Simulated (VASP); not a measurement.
A run of VASP 6.6.1:

The input POSCAR:

```
Na3TeF
1.0
    4.7326412623      0.0000000000      0.0000000000
    0.0000000000      4.7326412623      0.0000000000
    0.0000000000      0.0000000000      4.7326412623
Na Te F
3 1 1
Direct
    0.5000000000      0.0000000000      0.0000000000
    0.0000000000      0.5000000000      0.0000000000
    0.0000000000      0.0000000000      0.5000000000
    0.5000000000      0.5000000000      0.5000000000
    0.0000000000      0.0000000000      0.0000000000
```

INCAR.step1

```
SYSTEM = Na3TeF
PREC = Accurate
ENCUT = 520
EDIFF = 1E-6
ISMEAR = 0
SIGMA = 0.02
LREAL = .False.
LASPH = .True.
NELM = 100
ALGO = Normal
ISIF = 2
LWAVE = .False.
LCHARG = .True.
GGA = PE
NBANDS = 25
```

Contents of KPOINTS.step1:

```
regular mesh
0
Gamma
  6 6 6
  0 0 0
```

File INCAR.step2:

```
SYSTEM = Na3TeF
PREC = Accurate
ENCUT = 520
EDIFF = 1E-6
ISMEAR = -5
SIGMA = 0.02
LREAL = .False.
LASPH = .True.
NELM = 100
ALGO = Normal
ISIF = 2
LWAVE = .False.
LCHARG = .False.
GGA = PE
LORBIT = 11
NEDOS = 2001
ICHARG = 11
```

File KPOINTS.step2:

```
regular mesh
0
Gamma
  9 9 9
  0 0 0
```

Potentials or basis: VASP PAW PBE potentials, release 64 (Na_pv, Te, F).

Launch:

```bash
$ cat potpaw_PBE.64/Na_pv/POTCAR potpaw_PBE.64/Te/POTCAR potpaw_PBE.64/F/POTCAR > POTCAR
$ cp INCAR.step1 INCAR
$ cp KPOINTS.step1 KPOINTS
$ mpirun -np 1 vasp_std > vasp.out
$ cp INCAR.step2 INCAR
$ cp KPOINTS.step2 KPOINTS
$ mpirun -np 1 vasp_std > vasp.out
```

Hardware: 1 thread of Intel(R) Xeon(R) Platinum 8488C (Sapphire Rapids), on a shared host.

How long does it take, and how much memory?

Run time: 57 s on 1 thread of Intel(R) Xeon(R) Platinum 8488C (Sapphire Rapids) (shared host), peak memory 0.23 GiB. Counts: k points 35.
